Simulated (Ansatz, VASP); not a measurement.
Two plane-wave programs on GaCuSe2

```xyz
8
Lattice="-2.7784 2.7784 5.5152 2.7784 -2.7784 5.5152 2.7784 2.7784 -5.5152" Properties=species:S:1:pos:R:3 pbc="T T T"
Cu    0.0000    0.0000    0.0000
Cu    0.0000    2.7784    2.7576
Se    1.3548    1.3892    1.3788
Se    1.3892   -1.4236    4.1364
Se    1.4236    1.3892    6.8941
Se   -1.3892    1.4236    4.1364
Ga    0.0000    0.0000    5.5152
Ga    2.7784    0.0000    2.7576
```

Alike in both runs: task single point; functional PBE; k mesh 6 × 6 × 6; no spin polarisation.

|  | VASP | Ansatz |
| --- | --- | --- |
| version | VASP 6.6.1 | Ansatz 0.2.0 |
| potentials or method | VASP PAW PBE potentials, release 64 (Cu, Se, Ga_d) | plane waves, PAW |
| plane-wave cutoff (eV) | 520 | 420 |
| occupations | gaussian, width 0.01 eV | fixed |
| valence electrons in the cell | 72 | 128 |

Ansatz gave:

| Property | Result |
| --- | --- |
| gap on the k mesh at the Fermi level (eV) | 0.26 |
| pressure (GPa) | 4.3 |
| rms of the force components (eV/Å) | 0.024 |

Task: Which values does VASP return?

Result: gap on the k mesh at the Fermi level (eV): 0.28; pressure (GPa): 4.5; rms of the force components (eV/Å): 0.018.

VASP's potentials hold 72 valence electrons a cell and Ansatz's 128, so a difference there can come from the potentials and not from the codes.
